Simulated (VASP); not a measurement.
# Si (Fd-3m) in VASP: notebook

The runs below take Si through single point, with LDA.

Program: VASP 6.6.1. These are calculated values, not measurements. Logs are shortened: lines on timing, memory, paths and dates and some standing lists are left out, and cuts for length are marked.

## (1) The cell of the first run

The structure is cubic, space group Fd-3m (No. 227). The conventional cell has a = 4.139 Å, b = 4.139 Å, c = 4.139 Å, α = 90.00°, β = 90.00°, γ = 90.00°. Within 2.4 Å of Si (site symmetry -43m) lie 4 Si at 1.79 Å.

## (2) Single point, LDA (8.87 Å³/atom)

The input, INCAR:

```
SYSTEM = Si
PREC = Accurate ; ENCUT = 520
EDIFF = 1E-6 ; ISMEAR = -1
SIGMA = 0.1 ; LREAL = .FALSE.
LASPH = .TRUE. ; NELM = 80
ALGO = Normal ; ISIF = 2
LWAVE = .FALSE. ; LCHARG = .FALSE.
GGA = CA ; NBANDS = 11
```

The input, KPOINTS:

```
Automatic mesh
0
G
  13 13 13
  0 0 0
```

The input, POSCAR:

```
Si
1.0
    0.0000000000      2.0697102901      2.0697102901
    2.0697102901      0.0000000000      2.0697102901
    2.0697102901      2.0697102901      0.0000000000
Si
2
Direct
   -0.1250000000     -0.1250000000     -0.1250000000
    0.1250000000      0.1250000000      0.1250000000
```

Potentials or basis: VASP PAW LDA potentials, release 64 (Si).

On the command line:

```sh
cat potpaw_LDA.64/Si/POTCAR > POTCAR
mpirun -np 1 vasp_std > vasp.out
```

OUTCAR:

```text
SYSTEM = Si
   PREC = Accurate
   ENCUT = 520
   EDIFF = 1E-6
   ISMEAR = -1
   LREAL = .FALSE.
   LASPH = .TRUE.
   NELM = 80
   ISIF = 2
   GGA = CA

 ion  position               nearest neighbor table
   1  0.875  0.875  0.875-   2 1.79   2 1.79   2 1.79   2 1.79
   2  0.125  0.125  0.125-   1 1.79   1 1.79   1 1.79   1 1.79

  LATTYP: Found a face centered cubic cell.
 ALAT       =     4.1394205802

  Lattice vectors:

 A1 = (   0.0000000000,   2.0697102901,   2.0697102901)
 A2 = (   2.0697102901,   0.0000000000,   2.0697102901)
 A3 = (   2.0697102901,   2.0697102901,   0.0000000000)

Analysis of symmetry for initial positions (statically):
=====================================================================
 Subroutine PRICEL returns:
 Original cell was already a primitive cell.

 Routine SETGRP: Setting up the symmetry group for a
 face centered cubic supercell.

 Subroutine GETGRP returns: Found 48 space group operations
 (whereof 12 operations were pure point group operations)
 out of a pool of 48 trial point group operations.

The static configuration has the point symmetry D_3d.
 The point group associated with its full space group is O_h .

Analysis of symmetry for dynamics (positions and initial velocities):
=====================================================================
 Subroutine PRICEL returns:
 Original cell was already a primitive cell.

 Routine SETGRP: Setting up the symmetry group for a
 face centered cubic supercell.

 Subroutine GETGRP returns: Found 48 space group operations
 (whereof 12 operations were pure point group operations)
 out of a pool of 48 trial point group operations.

The dynamic configuration has the point symmetry D_3d.
 The point group associated with its full space group is O_h .

 Subroutine INISYM returns: Found 48 space group operations
 (whereof 12 operations are pure point group operations),
 and found     1 'primitive' translations

----------------------------------------------------------------------------------------

                                     Primitive cell

  volume of cell :      17.7320

  direct lattice vectors                    reciprocal lattice vectors
     0.000000000  2.069710290  2.069710290    -0.241579704  0.241579704  0.241579704
     2.069710290  0.000000000  2.069710290     0.241579704 -0.241579704  0.241579704
     2.069710290  2.069710290  0.000000000     0.241579704  0.241579704 -0.241579704

  length of vectors
[... 90 lines left out ...]
   POTIM  = 0.5000    time-step for ionic-motion
   TEBEG  =    0.0;   TEEND  =   0.0 temperature during run
   PSTRESS=    0.0 pullay stress
   NELECT =       8.0000    total number of electrons
   NUPDOWN=      -1.0000    fix difference up-down
   EMIN   =  10.00;   EMAX   =-10.00  energy-range for DOS
   EFERMI =   0.00;   METHOD = LEGACY
   ISMEAR =    -1;   SIGMA  =   0.10  broadening in eV -4-tet -1-fermi 0-gaus
   EFERMI_NEDOS =   21; number of points for ismear=-14 and -15
   IALGO  =     38    algorithm
   IMIX   =      4    mixing-type and parameters
     AMIX     =   0.40;   BMIX     =  1.00
     AMIX_MAG =   1.60;   BMIX_MAG =  1.00
  volume/ion in A,a.u.               =       8.87        59.83
  Fermi-wavevector in a.u.,A,eV,Ry     =   1.255602  2.372743 21.450073  1.576536
  Thomas-Fermi vector in A             =   2.389351
   LORBIT       =      0    0 simple, 1 ext, 2 COOP (PROOUT), +10 PAW based schemes
   GGA     = CA    functional components
   LHFCALC =     F    Hartree Fock is set to
   AEXX    =    0.0000 exact exchange contribution
   IVDW    =     0    specifies the selected vdW correction
   LEPSILON=     F    determine dielectric tensor
   LRPA    =     F    only Hartree local field effects (RPA)
 non-spin polarized calculation
  energy-cutoff  :      520.00
  volume of cell :       17.73
 maximum number of plane-waves:       531
 NGX is ok and might be reduce to    24
   NGX = 11   NGY = 11   NGZ = 11

 number of electron       8.0000001 magnetization

 Free energy of the ion-electron system (eV)
  ---------------------------------------------------
  ext. energy  EPLUGINS =         0.00000000
  ---------------------------------------------------
  free energy    TOTEN  =         0.72183924 eV

  energy without entropy =        0.73789846  energy(sigma->0) =        0.72986885

 E-fermi :  16.8845     XC(G=0): -13.0650

 val. band max:       16.8736516234   @ k =   0.2308   0.0769   0.0000
 cond. band min:      16.9038870177   @ k =  -0.4615   0.4615   0.0000
 fundamental gap:      0.0302353942
 Fermi energy:        16.8845136906

 k-point     1 :       0.0000    0.0000    0.0000
  band No.  band energies     occupation
      1      -1.8154      2.00000
      2      17.8091      0.00019
      3      17.8091      0.00019
      4      17.8091      0.00019
      5      20.2651      0.00000
      6      20.2651      0.00000
      7      20.2651      0.00000
      8      25.1607      0.00000
      9      25.1607      0.00000
     10      30.6218      0.00000
     11      30.7968      0.00000
[... 309 lines left out ...]
 k-point    24 :       0.4615    0.1538    0.0000
  band No.  band energies     occupation
      1       2.7127      2.00000
      2       7.0724      2.00000
      3      13.8634      2.00000
      4      14.5355      2.00000
      5      18.1798      0.00000
      6      22.2091      0.00000
      7      23.4524      0.00000
      8      26.3501      0.00000
      9      29.3581      0.00000
     10      30.6857      0.00000
     11      35.4356      0.00000

 [... further k-points ...]

------------------------ aborting loop because EDIFF is reached ----------------------------------------

  FORCE on cell =-STRESS in cart. coord.  units (eV):
  Direction    XX          YY          ZZ          XY          YZ          ZX
  --------------------------------------------------------------------------------------
  -------------------------------------------------------------------------------------
  Total       38.5972904     38.5972904     38.5972904      0.0000000     -0.0000000     -0.0000000
  in kB     3487.4559251   3487.4559251   3487.4559251      0.0000000     -0.0000000     -0.0000000
  external PRESSURE =    3487.4559251 kB  Pullay stress =       0.0000000 kB

 VOLUME and BASIS-vectors are now :
 -----------------------------------------------------------------------------
  energy-cutoff  :      520.00
  volume of cell :       17.73
      direct lattice vectors                 reciprocal lattice vectors
     0.000000000  2.069710290  2.069710290    -0.241579704  0.241579704  0.241579704
     2.069710290  0.000000000  2.069710290     0.241579704 -0.241579704  0.241579704
     2.069710290  2.069710290  0.000000000     0.241579704  0.241579704 -0.241579704

 POSITION                                       TOTAL-FORCE (eV/Angst)
 -----------------------------------------------------------------------------------
      3.62199      3.62199      3.62199         0.000000     -0.000000     -0.000000
      0.51743      0.51743      0.51743        -0.000000      0.000000      0.000000
 -----------------------------------------------------------------------------------
    total drift:                                0.000000      0.000000     -0.000000

  FREE ENERGIE OF THE ION-ELECTRON SYSTEM (eV)
  ---------------------------------------------------
  free  energy   TOTEN  =         0.7218392423 eV

  energy  without entropy=        0.7378984577  energy(sigma->0) =        0.72986885
```

Run time: 6.4 s. Hardware: 1 thread of Intel Xeon Platinum 8559C (Emerald Rapids), shared host; peak memory 0.12 GiB.

What came out:

- Free energy: 0.7218 eV
- Pressure: 348.7 GPa
- Band gap on the k mesh: zero (bands 4 and 5 overlap by 2.07 eV)

Caveat: the cell stands under pressure.

## (3) Single point, LDA (8.87 Å³/atom)

The input, INCAR:

```
ALGO = Normal
EDIFF = 1E-7
ENCUT = 520
GGA = CA
ISIF = 2
ISMEAR = -1
LASPH = True
LCHARG = True
LELF = True
LREAL = False
LVHAR = True
LWAVE = False
NBANDS = 11
NELM = 100
PREC = Accurate
SIGMA = 0.1
```

The input, KPOINTS:

```
k-points
0
Gamma
  13 13 13
```

POSCAR is that of step 2.

Potentials or basis: VASP PAW LDA potentials, release 64 (Si).

On the command line:

```sh
cat potpaw_LDA.64/Si/POTCAR > POTCAR
mpirun -np 1 vasp_std > vasp.out
```

Wall time 7 s (1 thread of Intel Xeon Platinum 8559C (Emerald Rapids), shared host); peak memory 0.12 GiB.

Results (log left out):

```
Free energy            : 0.7218 eV
Pressure               : 348.7 GPa
Band gap on the k mesh : zero (bands 4 and 5 overlap by 2.07 eV)
```

Levels at points of the mesh, in eV from the Fermi level:
```
           k point  band 2  band 3  band 4  band 5  band 6  band 7
(0.00, 0.00, 0.00)    0.92    0.92    0.92    3.38    3.38    3.38
```

Caveat: the cell stands under pressure.

## (4) Single point, LDA (10.84 Å³/atom)

This run uses another cell than the first one, of 10.84 Å³/atom.

The input, INCAR:

```
SYSTEM = Si
PREC = Accurate ; ENCUT = 520
EDIFF = 1E-6 ; ISMEAR = -1
SIGMA = 0.1 ; LREAL = .FALSE.
LASPH = .TRUE. ; NELM = 100
ALGO = Normal ; ISIF = 2
LWAVE = .FALSE. ; LCHARG = .TRUE.
GGA = CA ; LELF = .TRUE.
LVHAR = .TRUE. ; NBANDS = 11
```

The input, KPOINTS:

```
regular mesh
0
G
  13 13 13
  0 0 0
```

The input, POSCAR:

```
Si
1.0
    0.0000000000      2.2128889362      2.2128889362
    2.2128889362      0.0000000000      2.2128889362
    2.2128889362      2.2128889362      0.0000000000
Si
2
Direct
   -0.1250000000     -0.1250000000     -0.1250000000
    0.1250000000      0.1250000000      0.1250000000
```

Potentials or basis: VASP PAW LDA potentials, release 64 (Si).

On the command line:

```sh
cat potpaw_LDA.64/Si/POTCAR > POTCAR
mpirun -np 1 vasp_std > vasp.out
```

OUTCAR:

```text
SYSTEM = Si
   PREC = Accurate
   ENCUT = 520
   EDIFF = 1E-6
   ISMEAR = -1
   LREAL = .FALSE.
   LASPH = .TRUE.
   NELM = 100
   ISIF = 2
   GGA = CA

 ion  position               nearest neighbor table
   1  0.875  0.875  0.875-   2 1.92   2 1.92   2 1.92   2 1.92
   2  0.125  0.125  0.125-   1 1.92   1 1.92   1 1.92   1 1.92

  LATTYP: Found a face centered cubic cell.
 ALAT       =     4.4257778724

  Lattice vectors:

 A1 = (   0.0000000000,   2.2128889362,   2.2128889362)
 A2 = (   2.2128889362,   0.0000000000,   2.2128889362)
 A3 = (   2.2128889362,   2.2128889362,   0.0000000000)

Analysis of symmetry for initial positions (statically):
=====================================================================
 Subroutine PRICEL returns:
 Original cell was already a primitive cell.

 Routine SETGRP: Setting up the symmetry group for a
 face centered cubic supercell.

 Subroutine GETGRP returns: Found 48 space group operations
 (whereof 12 operations were pure point group operations)
 out of a pool of 48 trial point group operations.

The static configuration has the point symmetry D_3d.
 The point group associated with its full space group is O_h .

Analysis of symmetry for dynamics (positions and initial velocities):
=====================================================================
 Subroutine PRICEL returns:
 Original cell was already a primitive cell.

 Routine SETGRP: Setting up the symmetry group for a
 face centered cubic supercell.

 Subroutine GETGRP returns: Found 48 space group operations
 (whereof 12 operations were pure point group operations)
 out of a pool of 48 trial point group operations.

The dynamic configuration has the point symmetry D_3d.
 The point group associated with its full space group is O_h .

 Subroutine INISYM returns: Found 48 space group operations
 (whereof 12 operations are pure point group operations),
 and found     1 'primitive' translations

----------------------------------------------------------------------------------------

                                     Primitive cell

  volume of cell :      21.6725

  direct lattice vectors                    reciprocal lattice vectors
     0.000000000  2.212888936  2.212888936    -0.225948981  0.225948981  0.225948981
     2.212888936  0.000000000  2.212888936     0.225948981 -0.225948981  0.225948981
     2.212888936  2.212888936  0.000000000     0.225948981  0.225948981 -0.225948981

  length of vectors
     3.129497546  3.129497546  3.129497546     0.391355115  0.391355115  0.391355115

  position of ions in fractional coordinates (direct lattice)
     0.875000000  0.875000000  0.875000000
     0.125000000  0.125000000  0.125000000

  ion indices of the primitive-cell ions
   primitive index   ion index
                 1           1
                 2           2

----------------------------------------------------------------------------------------

 KPOINTS: regular mesh

Automatic generation of k-mesh.
 Grid dimensions read from file:
 generate k-points for:   13   13   13

[... 22 lines left out ...]
  0.153846  0.000000  0.000000      8.000000
  0.230769  0.000000  0.000000      8.000000
  0.307692  0.000000  0.000000      8.000000
  0.384615  0.000000  0.000000      8.000000
[... 16 lines left out ...]
  0.384615  0.153846  0.000000     24.000000
  0.461538  0.153846  0.000000     24.000000
 [... further k-points ...]
   k-points           NKPTS =     84   k-points in BZ     NKDIM =     84   number of bands    NBANDS=     11
   number of dos      NEDOS =    301   number of ions     NIONS =      2
   total plane-waves  NPLWV =  13824
   dimension x,y,z NGX =    24 NGY =   24 NGZ =   24
   dimension x,y,z NGXF=    48 NGYF=   48 NGZF=   48
   ions per type =               2
   NGX,Y,Z   is equivalent  to a cutoff of  12.75, 12.75, 12.75 a.u.
   NGXF,Y,Z  is equivalent  to a cutoff of  25.50, 25.50, 25.50 a.u.
 SYSTEM =  Si
   PREC   = accura    normal or accurate (medium, high low for compatibility)
   ISTART =      0    job   : 0-new  1-cont  2-samecut
   ICHARG =      2    charge: 1-file 2-atom 10-const
   ISPIN  =      1    spin polarized calculation?
   LNONCOLLINEAR =      F non collinear calculations
   LSORBIT =      F    spin-orbit coupling
   LASPH  =      T    aspherical Exc in radial PAW
   ENCUT  =  520.0 eV  38.22 Ry    6.18 a.u.   5.82  5.82  5.82*2*pi/ulx,y,z
   NELM   =    100;   NELMIN=  2; NELMDL= -5     # of ELM steps
   EDIFF  = 0.1E-05   stopping-criterion for ELM
   LREAL  =      F    real-space projection
   EDIFFG = 0.1E-04   stopping-criterion for IOM
   NSW    =      0    number of steps for IOM
   IBRION =     -1    ionic relax: 0-MD 1-quasi-New 2-CG
   NFREE  =      0    steps in history (QN), initial steepest desc. (CG)
   ISIF   =      2    stress and relaxation
   ISYM   =      2    0-nonsym 1-usesym 2-fastsym
   POTIM  = 0.5000    time-step for ionic-motion
   TEBEG  =    0.0;   TEEND  =   0.0 temperature during run
   PSTRESS=    0.0 pullay stress
   NELECT =       8.0000    total number of electrons
   NUPDOWN=      -1.0000    fix difference up-down
   EMIN   =  10.00;   EMAX   =-10.00  energy-range for DOS
   EFERMI =   0.00;   METHOD = LEGACY
   ISMEAR =    -1;   SIGMA  =   0.10  broadening in eV -4-tet -1-fermi 0-gaus
   EFERMI_NEDOS =   21; number of points for ismear=-14 and -15
   IALGO  =     38    algorithm
   IMIX   =      4    mixing-type and parameters
     AMIX     =   0.40;   BMIX     =  1.00
     AMIX_MAG =   1.60;   BMIX_MAG =  1.00
  volume/ion in A,a.u.               =      10.84        73.13
  Fermi-wavevector in a.u.,A,eV,Ry     =   1.174362  2.219222 18.764140  1.379125
  Thomas-Fermi vector in A             =   2.310760
   LORBIT       =      0    0 simple, 1 ext, 2 COOP (PROOUT), +10 PAW based schemes
   GGA     = CA    functional components
   LHFCALC =     F    Hartree Fock is set to
   AEXX    =    0.0000 exact exchange contribution
   IVDW    =     0    specifies the selected vdW correction
   LEPSILON=     F    determine dielectric tensor
   LRPA    =     F    only Hartree local field effects (RPA)
 non-spin polarized calculation
  energy-cutoff  :      520.00
  volume of cell :       21.67
 maximum number of plane-waves:       594
   NGX = 11   NGY = 11   NGZ = 11

 number of electron       8.0000000 magnetization

 Free energy of the ion-electron system (eV)
  ---------------------------------------------------
  ext. energy  EPLUGINS =         0.00000000
  ---------------------------------------------------
  free energy    TOTEN  =        -5.59388466 eV

  energy without entropy =       -5.58063153  energy(sigma->0) =       -5.58725809

 E-fermi :  13.4480     XC(G=0): -12.1340

 val. band max:       13.4152546270   @ k =   0.3846   0.3846   0.0000
 cond. band min:      13.4722046496   @ k =   0.1538   0.0769   0.0000
 fundamental gap:      0.0569500225
 Fermi energy:        13.4479891844

 k-point     1 :       0.0000    0.0000    0.0000
  band No.  band energies     occupation
      1      -3.2925      2.00000
      2      14.0404      0.00533
      3      14.0404      0.00533
      4      14.0404      0.00533
      5      16.5905      0.00000
      6      16.5905      0.00000
      7      16.5905      0.00000
      8      21.6823      0.00000
      9      21.6823      0.00000
     10      24.9374      0.00000
     11      25.1792      0.00000
[... 309 lines left out ...]
 k-point    24 :       0.4615    0.1538    0.0000
  band No.  band energies     occupation
      1       0.5742      2.00000
      2       4.6574      2.00000
      3      10.4517      2.00000
      4      11.1719      2.00000
      5      15.1088      0.00000
      6      18.6291      0.00000
      7      19.3429      0.00000
      8      21.8769      0.00000
      9      25.0731      0.00000
     10      26.4588      0.00000
     11      29.9284      0.00000

 [... further k-points ...]

------------------------ aborting loop because EDIFF is reached ----------------------------------------

  FORCE on cell =-STRESS in cart. coord.  units (eV):
  Direction    XX          YY          ZZ          XY          YZ          ZX
  --------------------------------------------------------------------------------------
  -------------------------------------------------------------------------------------
  Total       24.8558670     24.8558670     24.8558670     -0.0000000      0.0000000      0.0000000
  in kB     1837.5139763   1837.5139763   1837.5139763     -0.0000000      0.0000000      0.0000000
  external PRESSURE =    1837.5139763 kB  Pullay stress =       0.0000000 kB

 VOLUME and BASIS-vectors are now :
 -----------------------------------------------------------------------------
  energy-cutoff  :      520.00
  volume of cell :       21.67
      direct lattice vectors                 reciprocal lattice vectors
     0.000000000  2.212888936  2.212888936    -0.225948981  0.225948981  0.225948981
     2.212888936  0.000000000  2.212888936     0.225948981 -0.225948981  0.225948981
     2.212888936  2.212888936  0.000000000     0.225948981  0.225948981 -0.225948981

 POSITION                                       TOTAL-FORCE (eV/Angst)
 -----------------------------------------------------------------------------------
      3.87256      3.87256      3.87256         0.000000     -0.000000     -0.000000
      0.55322      0.55322      0.55322        -0.000000      0.000000      0.000000
 -----------------------------------------------------------------------------------
    total drift:                                0.000000      0.000000     -0.000000

  FREE ENERGIE OF THE ION-ELECTRON SYSTEM (eV)
  ---------------------------------------------------
  free  energy   TOTEN  =        -5.5938846602 eV

  energy  without entropy=       -5.5806315281  energy(sigma->0) =       -5.58725809
```

OSZICAR:

```text
N       E                     dE             d eps       ncg     rms          rms(c)
DAV:   1     0.105148806671E+02    0.10515E+02   -0.35187E+03  1856   0.624E+02
DAV:   2    -0.603703808072E+01   -0.16552E+02   -0.15909E+02  2423   0.939E+01
DAV:   3    -0.647021574324E+01   -0.43318E+00   -0.42985E+00  2338   0.122E+01
DAV:   4    -0.647223774168E+01   -0.20220E-02   -0.20218E-02  2169   0.103E+00
DAV:   5    -0.647224726614E+01   -0.95245E-05   -0.95243E-05  2323   0.665E-02    0.103E+01
DAV:   6    -0.580863745082E+01    0.66361E+00   -0.50929E-01  2037   0.311E+00    0.650E+00
DAV:   7    -0.559563010134E+01    0.21301E+00   -0.54664E-01  2118   0.330E+00    0.154E+00
DAV:   8    -0.559397147200E+01    0.16586E-02   -0.19449E-02  2025   0.832E-01    0.200E-01
DAV:   9    -0.559391229897E+01    0.59173E-04   -0.66471E-04  2217   0.132E-01    0.109E-01
DAV:  10    -0.559388477439E+01    0.27525E-04   -0.85293E-05  2133   0.451E-02    0.562E-02
DAV:  11    -0.559388466019E+01    0.11420E-06   -0.12102E-06  1617   0.788E-03
   1 F= -.55938847E+01 E0= -.55872581E+01  d E =-.132531E-01
```

It took 6.8 s on 1 thread of Intel Xeon Platinum 8559C (Emerald Rapids), shared host; peak memory 0.12 GiB.

Results:

```yaml
Free_energy: -5.5939 eV
Pressure: 183.8 GPa
Band_gap_on_the_k_mesh: zero (bands 4 and 5 overlap by 1.23 eV)
```

Caveat: the cell stands under pressure.
